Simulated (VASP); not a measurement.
# Ge (Cmmm) in VASP: a series of runs, part 2 of 2

VASP 6.6.1. Earlier steps stand in the parts before.

### 3 Single point, PBE (strain -0.025 along x and y, +0.000 along z)

Input file INCAR:

```
PREC = Accurate
ENCUT = 520
EDIFF = 1E-6
ISMEAR = 0
SIGMA = 0.15
LREAL = False
LASPH = True
NELM = 100
ALGO = Normal
ISIF = 2
LWAVE = False
LCHARG = False
GGA = PE
NBANDS = 13
```

Input file KPOINTS:

```
regular mesh
0
Gamma
  20 20 18
```

Input file POSCAR:

```
Ge
1.0
    1.3622202750     -2.5355031000      0.0000000000
    1.3622202750      2.5355031000      0.0000000000
    0.0000000000      0.0000000000      2.6982310000
Ge
1
Direct
    0.5000000000      0.5000000000      0.0000000000
```

Potentials or basis: VASP PAW PBE potentials, release 64 (Ge_d).

Command:

```console
> cat potpaw_PBE.64/Ge_d/POTCAR > POTCAR
> mpirun -np 1 vasp_std > vasp.out
```

OUTCAR:

```text
PREC = Accurate
   ENCUT = 520
   EDIFF = 1E-6
   ISMEAR = 0
   LREAL = False
   LASPH = True
   NELM = 100
   ISIF = 2
   GGA = PE

 ion  position               nearest neighbor table
   1  0.500  0.500  0.000-

  LATTYP: Found a base centered orthorhombic cell.
 ALAT       =     2.7244405500
 B/A-ratio  =     1.8613018368
 C/A-ratio  =     0.9903798415

  Lattice vectors:

 A1 = (   1.3622202750,  -2.5355031000,   0.0000000000)
 A2 = (   1.3622202750,   2.5355031000,   0.0000000000)
 A3 = (   0.0000000000,   0.0000000000,   2.6982310000)

Analysis of symmetry for initial positions (statically):
=====================================================================
 Subroutine PRICEL returns:
 Original cell was already a primitive cell.

 Routine SETGRP: Setting up the symmetry group for a
 base centered orthorhombic supercell.

 Subroutine GETGRP returns: Found  8 space group operations
 (whereof  8 operations were pure point group operations)
 out of a pool of  8 trial point group operations.

The static configuration has the point symmetry D_2h.

Analysis of symmetry for dynamics (positions and initial velocities):
[... 169 lines left out ...]
      3     -17.8980      2.00000
      4     -17.7851      2.00000
      5     -17.7662      2.00000
      6      -6.5323      2.00000
      7      13.0374      0.00000
      8      14.6473      0.00000
      9      16.2942      0.00000
     10      16.6853      0.00000
     11      19.8486      0.00000
     12      22.4607      0.00000
     13      22.6288      0.00000
[... 354 lines left out ...]
  band No.  band energies     occupation
      1     -17.9852      2.00000
      2     -17.9136      2.00000
      3     -17.8299      2.00000
      4     -17.8187      2.00000
      5     -17.7930      2.00000
      6      -3.8216      2.00000
      7       5.6958      2.00000
      8      10.4571      0.00000
      9      15.5437      0.00000
     10      16.3960      0.00000
     11      19.9146      0.00000
     12      26.6988      0.00000
     13      27.6688      0.00000

 [... further k-points ...]

------------------------ aborting loop because EDIFF is reached ----------------------------------------

  FORCE on cell =-STRESS in cart. coord.  units (eV):
  Direction    XX          YY          ZZ          XY          YZ          ZX
  --------------------------------------------------------------------------------------
  -------------------------------------------------------------------------------------
  Total        0.6982550      0.3750972     -0.0505012      0.0000000      0.0000000      0.0000000
  in kB       60.0211141     32.2428776     -4.3410180      0.0000000      0.0000000      0.0000000
  external PRESSURE =      29.3076579 kB  Pullay stress =       0.0000000 kB

 VOLUME and BASIS-vectors are now :
 -----------------------------------------------------------------------------
  energy-cutoff  :      520.00
  volume of cell :       18.64
      direct lattice vectors                 reciprocal lattice vectors
     1.362220275 -2.535503100  0.000000000     0.367047833 -0.197199522  0.000000000
     1.362220275  2.535503100  0.000000000     0.367047833  0.197199522  0.000000000
     0.000000000  0.000000000  2.698231000     0.000000000  0.000000000  0.370613191

 POSITION                                       TOTAL-FORCE (eV/Angst)
 -----------------------------------------------------------------------------------
      1.36222      0.00000      0.00000         0.000000     -0.000000      0.000000
 -----------------------------------------------------------------------------------
    total drift:                               -0.000000     -0.000000     -0.000000

  FREE ENERGIE OF THE ION-ELECTRON SYSTEM (eV)
  ---------------------------------------------------
  free  energy   TOTEN  =        -4.2589106718 eV

  energy  without entropy=       -4.2542458832  energy(sigma->0) =       -4.25657828
```

OSZICAR:

```text
N       E                     dE             d eps       ncg     rms          rms(c)
DAV:   1     0.626165710437E+02    0.62617E+02   -0.71174E+03 31217   0.298E+03
DAV:   2     0.112140814094E+01   -0.61495E+02   -0.58646E+02 30888   0.412E+02
DAV:   3    -0.419584583438E+01   -0.53173E+01   -0.52932E+01 32934   0.705E+01
DAV:   4    -0.426752269545E+01   -0.71677E-01   -0.71668E-01 33120   0.888E+00
DAV:   5    -0.426823596877E+01   -0.71327E-03   -0.71327E-03 33735   0.980E-01    0.141E+00
DAV:   6    -0.426159943391E+01    0.66365E-02   -0.64784E-03 36251   0.186E+00    0.803E-01
DAV:   7    -0.425898838149E+01    0.26111E-02   -0.49773E-03 37020   0.137E+00    0.741E-02
DAV:   8    -0.425891080671E+01    0.77575E-04   -0.64658E-04 34970   0.594E-01    0.295E-02
DAV:   9    -0.425891108306E+01   -0.27634E-06   -0.17089E-05 37619   0.780E-02    0.809E-03
DAV:  10    -0.425891067185E+01    0.41121E-06   -0.44300E-07 21940   0.897E-03
   1 F= -.42589107E+01 E0= -.42565783E+01  d E =-.466479E-02
```

stdout:

```text
POSCAR found type information on POSCAR Ge
 POSCAR found :  1 types and       1 ions
 scaLAPACK will be used
 LDA part: xc-table for (Slater+PW92), standard interpolation
 POSCAR, INCAR and KPOINTS ok, starting setup
 FFT: planning ... GRIDC
 FFT: planning ... GRID_SOFT
 FFT: planning ... GRID
 WAVECAR not read
 entering main loop
```

Run time: 4 min. Hardware: 1 thread of AMD EPYC 7R13 (Zen 3), shared host; peak memory 0.3 GiB.

What came out:

```yaml
Free_energy: -4.2589 eV
Pressure: 2.9 GPa
Band_gap_on_the_k_mesh: zero (band 7 reaches 13.29 eV, above the bottom of band 8 at 3.76 eV)
```

Stress tensor (GPa, compression positive):
```
 6.00  0.00  0.00
 0.00  3.22  0.00
 0.00  0.00 -0.43
```

Caveat: the cell differs from its parent crystal (strain -0.025 along x and y, +0.000 along z).
